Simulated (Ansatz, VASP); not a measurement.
# One calculation of BeTl7, two programs

```xyz
8
Lattice="-3.8734 3.8734 3.8734 3.8734 -3.8734 3.8734 3.8734 3.8734 -3.8734" Properties=species:S:1:pos:R:3 pbc="T T T"
Be    0.0000    0.0000    0.0000
Tl    3.8734    0.0000    0.0000
Tl    0.0000    0.0000    3.8734
Tl    0.0000    3.8734    0.0000
Tl    1.9367    1.9367   -1.9367
Tl    1.9367   -1.9367    1.9367
Tl   -1.9367    1.9367    1.9367
Tl    1.9367    1.9367    1.9367
```

Change from the starting cell: species swapped into the Fe7Co type (Im-3m, No. 229).

Alike in both runs: functional PBE; k mesh 8 × 8 × 8; occupations gaussian, width 0.1 eV; no spin polarisation.

Ansatz relaxed the structure, and its values are those at the end. VASP's run is a single point on that final structure, the one shown.

```csv
,VASP,Ansatz
version,VASP 6.6.1,Ansatz 0.2.0
potentials or method,"VASP PAW PBE potentials, release 64 (Be, Tl_d), cutoff 520 eV","scalar-relativistic, plane waves, PAW"
valence electrons in the cell,93,93
```

|  | VASP | Ansatz | Ansatz less VASP |
| --- | --- | --- | --- |
| gap on the k mesh at the Fermi level (eV) | none | none | - |
| pressure (GPa) | 0.0 | 0.0 | +0.06 |

A gap of «none» marks a metal or a gap that the smearing closes.

Spin-orbit coupling is off throughout.
